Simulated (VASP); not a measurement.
# C (P6_3/mmc) in VASP: further runs

C is run at these levels: LDA; tasks: single point.

The COD entry that gives the cell may itself be a prediction, so a difference from it is no test against experiment.

Everything below comes from runs of VASP 6.6.1. Logs are shortened: lines on timing, memory, paths and dates and some standing lists are left out, and cuts for length are marked.

## Step 1: The cell of the first run

It takes space group P6_3/mmc (No. 194, hexagonal). Conventional cell: a = 2.548 Å, b = 2.548 Å, c = 7.831 Å, α = 90.00°, β = 90.00°, γ = 120.00°. Within 2.0 Å of C (site symmetry 3m) lie 4 C at 1.50 to 1.54 Å. C (site symmetry 3m) has 4 C at 1.51 to 1.54 Å within 2.0 Å.

## Step 2: Single point, LDA (mode 21 frozen in at +0.024 Å, strain +e along z and -e/2 along x and y -0.0467)

File INCAR:

```
SYSTEM = C
PREC = Accurate ; ENCUT = 520
EDIFF = 1E-7 ; ISMEAR = 0
SIGMA = 0.05 ; LREAL = .False.
LASPH = .True. ; NELM = 100
ALGO = Normal ; ISIF = 2
LWAVE = .False. ; LCHARG = .False.
GGA = CA ; NBANDS = 26
```

File KPOINTS:

```
Automatic mesh
0
Gamma
  12 12 4
  0 0 0
```

File POSCAR:

```
C
1.0
    2.5477576841      0.0000000000      0.0000000000
   -1.2738788420      2.2064228771      0.0000000000
    0.0000000000      0.0000000000      7.8306598603
C
8
Direct
    0.0000000000      0.0000000000      0.0958582779
    0.0000000000      0.0000000000      0.5958582779
    0.0000000000      0.0000000000      0.4041417221
    0.0000000000      0.0000000000      0.9041417221
    0.3333333333      0.6666666667      0.1532727096
    0.6666666667      0.3333333333      0.6532727096
    0.3333333333      0.6666666667      0.3467272904
    0.6666666667      0.3333333333      0.8467272904
```

Potentials or basis: VASP PAW LDA potentials, release 64 (C).

On the command line:

```sh
$ cat potpaw_LDA.64/C/POTCAR > POTCAR
$ mpirun -np 1 vasp_std > vasp.out
```

OUTCAR:

```text
SYSTEM = C
   PREC = Accurate
   ENCUT = 520
   EDIFF = 1E-7
   ISMEAR = 0
   LREAL = .False.
   LASPH = .True.
   NELM = 100
   ISIF = 2
   GGA = CA

 ion  position               nearest neighbor table
   1  0.000  0.000  0.096-   4 1.50   5 1.54   5 1.54   5 1.54
   2  0.000  0.000  0.596-   3 1.50   6 1.54   6 1.54   6 1.54
   3  0.000  0.000  0.404-   2 1.50   7 1.54   7 1.54   7 1.54
   4  0.000  0.000  0.904-   1 1.50   8 1.54   8 1.54   8 1.54
   5  0.333  0.667  0.153-   7 1.51   1 1.54   1 1.54   1 1.54
   6  0.667  0.333  0.653-   8 1.51   2 1.54   2 1.54   2 1.54
   7  0.333  0.667  0.347-   5 1.51   3 1.54   3 1.54   3 1.54
   8  0.667  0.333  0.847-   6 1.51   4 1.54   4 1.54   4 1.54

  LATTYP: Found a hexagonal cell.
 ALAT       =     2.5477576841
 C/A-ratio  =     3.0735496979

  Lattice vectors:

 A1 = (   2.5477576841,   0.0000000000,   0.0000000000)
 A2 = (  -1.2738788420,   2.2064228771,   0.0000000000)
 A3 = (   0.0000000000,   0.0000000000,   7.8306598603)

Analysis of symmetry for initial positions (statically):
=====================================================================
 Subroutine PRICEL returns:
 Original cell was already a primitive cell.

 Routine SETGRP: Setting up the symmetry group for a
 hexagonal supercell.

 Subroutine GETGRP returns: Found 24 space group operations
 (whereof 12 operations were pure point group operations)
 out of a pool of 24 trial point group operations.

The static configuration has the point symmetry D_3d.
 The point group associated with its full space group is D_6h.

Analysis of symmetry for dynamics (positions and initial velocities):
=====================================================================
 Subroutine PRICEL returns:
 Original cell was already a primitive cell.

 Routine SETGRP: Setting up the symmetry group for a
 hexagonal supercell.

 Subroutine GETGRP returns: Found 24 space group operations
 (whereof 12 operations were pure point group operations)
 out of a pool of 24 trial point group operations.

The dynamic configuration has the point symmetry D_3d.
 The point group associated with its full space group is D_6h.

 Subroutine INISYM returns: Found 24 space group operations
 (whereof 12 operations are pure point group operations),
 and found     1 'primitive' translations

----------------------------------------------------------------------------------------

                                     Primitive cell

[... 108 lines left out ...]
   ISIF   =      2    stress and relaxation
   ISYM   =      2    0-nonsym 1-usesym 2-fastsym
   POTIM  = 0.5000    time-step for ionic-motion
   TEBEG  =    0.0;   TEEND  =   0.0 temperature during run
   PSTRESS=    0.0 pullay stress
   NELECT =      32.0000    total number of electrons
   NUPDOWN=      -1.0000    fix difference up-down
   EMIN   =  10.00;   EMAX   =-10.00  energy-range for DOS
   EFERMI =   0.00;   METHOD = LEGACY
   ISMEAR =     0;   SIGMA  =   0.05  broadening in eV -4-tet -1-fermi 0-gaus
   EFERMI_NEDOS =   21; number of points for ismear=-14 and -15
   IALGO  =     38    algorithm
   IMIX   =      4    mixing-type and parameters
     AMIX     =   0.40;   BMIX     =  1.00
     AMIX_MAG =   1.60;   BMIX_MAG =  1.00
  volume/ion in A,a.u.               =       5.50        37.13
  Fermi-wavevector in a.u.,A,eV,Ry     =   1.472007  2.781689 29.481149  2.166803
  Thomas-Fermi vector in A             =   2.587074
   LORBIT       =      0    0 simple, 1 ext, 2 COOP (PROOUT), +10 PAW based schemes
   GGA     = CA    functional components
   LHFCALC =     F    Hartree Fock is set to
   AEXX    =    0.0000 exact exchange contribution
   IVDW    =     0    specifies the selected vdW correction
   LEPSILON=     F    determine dielectric tensor
   LRPA    =     F    only Hartree local field effects (RPA)
 non-spin polarized calculation
 Gauss-broadening in eV      SIGMA  =   0.05
  energy-cutoff  :      520.00
  volume of cell :       44.02
 maximum number of plane-waves:      1206
 NGX is ok and might be reduce to    20
   NGX =  9   NGY =  9   NGZ = 29

 number of electron      32.0000004 magnetization

 Free energy of the ion-electron system (eV)
  ---------------------------------------------------
  ext. energy  EPLUGINS =         0.00000000
  ---------------------------------------------------
  free energy    TOTEN  =       -80.22937954 eV

  energy without entropy =      -80.22937954  energy(sigma->0) =      -80.22937954

 E-fermi :  10.8643     XC(G=0): -13.6427

 val. band max:       10.6576513394   @ k =   0.0000   0.0000   0.0000
 cond. band min:      13.8848230148   @ k =   0.5000   0.0000   0.0000
 fundamental gap:      3.2271716755
 Fermi energy:        10.8642800310

 k-point     1 :       0.0000    0.0000    0.0000
  band No.  band energies     occupation
      1     -11.5712      2.00000
      2      -9.6603      2.00000
      3      -9.6523      2.00000
      4      -4.6769      2.00000
      5      -3.3326      2.00000
      6       4.4575      2.00000
[... 685 lines left out ...]
     25      21.0307      0.00000
     26      23.3620      0.00000

 [... further k-points ...]

------------------------ aborting loop because EDIFF is reached ----------------------------------------

  FORCE on cell =-STRESS in cart. coord.  units (eV):
  Direction    XX          YY          ZZ          XY          YZ          ZX
  --------------------------------------------------------------------------------------
  -------------------------------------------------------------------------------------
  Total       -6.8701650     -6.8701650     17.2332098     -0.0000000     -0.0000000     -0.0000000
  in kB     -250.0532569   -250.0532569    627.2367939     -0.0000000     -0.0000000     -0.0000000
  external PRESSURE =      42.3767601 kB  Pullay stress =       0.0000000 kB

 VOLUME and BASIS-vectors are now :
 -----------------------------------------------------------------------------
  energy-cutoff  :      520.00
  volume of cell :       44.02
      direct lattice vectors                 reciprocal lattice vectors
     2.547757684  0.000000000  0.000000000     0.392502005  0.226611138  0.000000000
    -1.273878842  2.206422877  0.000000000     0.000000000  0.453222277  0.000000000
     0.000000000  0.000000000  7.830659860     0.000000000  0.000000000  0.127703159

 POSITION                                       TOTAL-FORCE (eV/Angst)
 -----------------------------------------------------------------------------------
      0.00000      0.00000      0.75063         0.000000      0.000000     -1.540647
      0.00000      0.00000      4.66596         0.000000     -0.000000     -1.540647
      0.00000      0.00000      3.16470        -0.000000      0.000000      1.540647
      0.00000      0.00000      7.08003         0.000000      0.000000      1.540647
     -0.00000      1.47095      1.20023         0.000000      0.000000      0.898958
      1.27388      0.73547      5.11556        -0.000000      0.000000      0.898958
     -0.00000      1.47095      2.71510         0.000000     -0.000000     -0.898958
      1.27388      0.73547      6.63043        -0.000000     -0.000000     -0.898958
 -----------------------------------------------------------------------------------
    total drift:                                0.000000     -0.000000      0.000000

  FREE ENERGIE OF THE ION-ELECTRON SYSTEM (eV)
  ---------------------------------------------------
  free  energy   TOTEN  =       -80.2293795392 eV

  energy  without entropy=      -80.2293795392  energy(sigma->0) =      -80.22937954
```

Run time: 65 s. Hardware: 1 thread of AMD EPYC 7R43 (Zen 3), shared host; peak memory 0.12 GiB.

What came out:

```
Free energy            : -80.2294 eV
Pressure               : 4.2 GPa
Largest force          : 1.541 eV/Å
Band gap on the k mesh : 3.23 eV, indirect (least direct gap 4.49 eV)
```

Forces in eV/Å, atoms in the order of the input:
```
C    0.000  0.000 -1.541
C    0.000  0.000 -1.541
C    0.000  0.000  1.541
C    0.000  0.000  1.541
C    0.000  0.000  0.899
C    0.000  0.000  0.899
C    0.000  0.000 -0.899
C    0.000  0.000 -0.899
```

Stress tensor (GPa, compression positive):
```
-25.01   0.00   0.00
  0.00 -25.01   0.00
  0.00   0.00  62.72
```

Caveat: the cell differs from its parent crystal (mode 21 frozen in at +0.024 Å, strain +e along z and -e/2 along x and y -0.0467); forces of over 1 eV/Å act on the atoms, so gaps and moduli don't describe the material at rest. A k mesh can miss the band edges.

## Step 3: Single point, LDA (mode 21 frozen in at -0.024 Å, strain +e along z and -e/2 along x and y -0.0467)

File INCAR:

```
ALGO = Normal
EDIFF = 1E-6
ENCUT = 520
ISIF = 2
ISMEAR = 0
LASPH = T
LCHARG = F
LREAL = F
LWAVE = F
NBANDS = 26
NELM = 60
PREC = Accurate
SIGMA = 0.05
```

File KPOINTS:

```
k-points
0
Gamma
  12 12 4
```

File POSCAR:

```
C
1.0
    2.5477576841      0.0000000000      0.0000000000
   -1.2738788420      2.2064228771      0.0000000000
    0.0000000000      0.0000000000      7.8306598603
C
8
Direct
    0.0000000000      0.0000000000      0.0900147857
    0.0000000000      0.0000000000      0.5900147857
    0.0000000000      0.0000000000      0.4099852143
    0.0000000000      0.0000000000      0.9099852143
    0.3333333333      0.6666666667      0.1578160184
    0.6666666667      0.3333333333      0.6578160184
    0.3333333333      0.6666666667      0.3421839816
    0.6666666667      0.3333333333      0.8421839816
```

Potentials or basis: VASP PAW LDA potentials, release 64 (C).

On the command line:

```sh
$ cat potpaw_LDA.64/C/POTCAR > POTCAR
$ mpirun -np 1 vasp_std > vasp.out
```

Wall time 61 s (1 thread of AMD EPYC 7R43 (Zen 3), shared host); peak memory 0.13 GiB.

Results (log left out):

* Free energy: -80.0296 eV
* Pressure: 9.2 GPa
* Largest force: 2.902 eV/Å
* Band gap on the k mesh: 3.32 eV, indirect (least direct gap 3.76 eV)

Forces on the atoms (eV/Å):
```
C    0.000  0.000  2.902
C    0.000  0.000  2.902
C    0.000  0.000 -2.902
C    0.000  0.000 -2.902
C    0.000  0.000 -2.418
C    0.000  0.000 -2.418
C    0.000  0.000  2.418
C    0.000  0.000  2.418
```

Stress tensor (GPa, compression positive):
```
-27.26   0.00   0.00
  0.00 -27.26   0.00
  0.00   0.00  82.05
```

Levels at points of the mesh, in eV from the valence-band top:
| k point | band 12 | band 13 | band 14 | band 15 | band 16 | band 17 | band 18 | band 19 | band 20 | band 21 |
| --- | --- | --- | --- | --- | --- | --- | --- | --- | --- | --- |
| (0.00, 0.00, 0.00) | -2.59 | -2.59 | -1.52 | 0.00 | 0.00 | 3.76 | 3.76 | 6.33 | 6.33 | 6.59 |
| (0.50, 0.00, 0.00) | -5.72 | -5.56 | -5.12 | -4.39 | -2.75 | 3.32 | 4.79 | 5.24 | 6.40 | 6.63 |
| (0.00, 0.00, 0.50) | -3.15 | -1.08 | -1.08 | -1.08 | -1.08 | 4.97 | 4.97 | 4.97 | 4.97 | 6.68 |
| (0.50, 0.00, 0.50) | -6.96 | -5.55 | -5.55 | -3.82 | -3.82 | 3.76 | 3.76 | 6.82 | 6.82 | 7.59 |

Caveat: the cell differs from its parent crystal (mode 21 frozen in at -0.024 Å, strain +e along z and -e/2 along x and y -0.0467); forces of over 1 eV/Å act on the atoms, so gaps and moduli don't describe the material at rest.

## Step 4: Single point, LDA (mode 21 frozen in at -0.024 Å, strain +e along z and -e/2 along x and y +0.0467)

File INCAR:

```
SYSTEM = C
PREC = Accurate
ENCUT = 520
EDIFF = 1E-6
ISMEAR = 0
SIGMA = 0.05
LREAL = .FALSE.
LASPH = .TRUE.
NELM = 80
ALGO = Normal
ISIF = 2
LWAVE = .FALSE.
LCHARG = .TRUE.
GGA = CA
LELF = .TRUE.
LVHAR = .TRUE.
NBANDS = 26
```

File KPOINTS:

```
Automatic mesh
0
G
  12 12 4
  0 0 0
```

Changes to POSCAR since step 3:

```diff
@@ -2,5 +2,5 @@
 1.0
-    2.5477576841      0.0000000000      0.0000000000
-   -1.2738788420      2.2064228771      0.0000000000
-    0.0000000000      0.0000000000      7.8306598603
+    2.4314921993      0.0000000000      0.0000000000
+   -1.2157460996      2.1057340137      0.0000000000
+    0.0000000000      0.0000000000      8.5978723127
 C
```

On the command line:

```sh
$ cat potpaw_LDA.64/C/POTCAR > POTCAR
$ mpirun -np 1 vasp_std > vasp.out
```

Run time: 51 s. Hardware: 1 thread of AMD EPYC 7R43 (Zen 3), shared host; peak memory 0.12 GiB.

Results (log left out):

```
Free energy            : -80.2264 eV
Pressure               : 2.8 GPa
Largest force          : 1.705 eV/Å
Band gap on the k mesh : 3.74 eV, indirect (least direct gap 3.94 eV)
```

Forces in eV/Å, atoms in the order of the input:
```
C    0.000  0.000  1.705
C    0.000  0.000  1.705
C    0.000  0.000 -1.705
C    0.000  0.000 -1.705
C    0.000  0.000 -1.297
C    0.000  0.000 -1.297
C    0.000  0.000  1.297
C    0.000  0.000  1.297
```

Stress tensor (GPa, compression positive):
```
 31.85   0.00   0.00
  0.00  31.85   0.00
  0.00   0.00 -55.32
```

Levels at points of the mesh, in eV from the valence-band top:
| k point | band 14 | band 15 | band 16 | band 17 | band 18 | band 19 |
| --- | --- | --- | --- | --- | --- | --- |
| (0.00, 0.00, 0.00) | -1.58 | 0.00 | 0.00 | 3.94 | 5.36 | 5.36 |
| (0.50, 0.00, 0.00) | -5.03 | -4.74 | -3.32 | 4.13 | 5.23 | 5.26 |
| (0.00, 0.00, 0.50) | -0.57 | -0.57 | -0.57 | 6.04 | 6.04 | 6.08 |
| (0.50, 0.00, 0.50) | -5.71 | -3.93 | -3.93 | 5.42 | 5.42 | 5.49 |

Caveat: the cell differs from its parent crystal (mode 21 frozen in at -0.024 Å, strain +e along z and -e/2 along x and y +0.0467); forces of over 1 eV/Å act on the atoms, so gaps and moduli don't describe the material at rest.

[end of part 1 of 2]
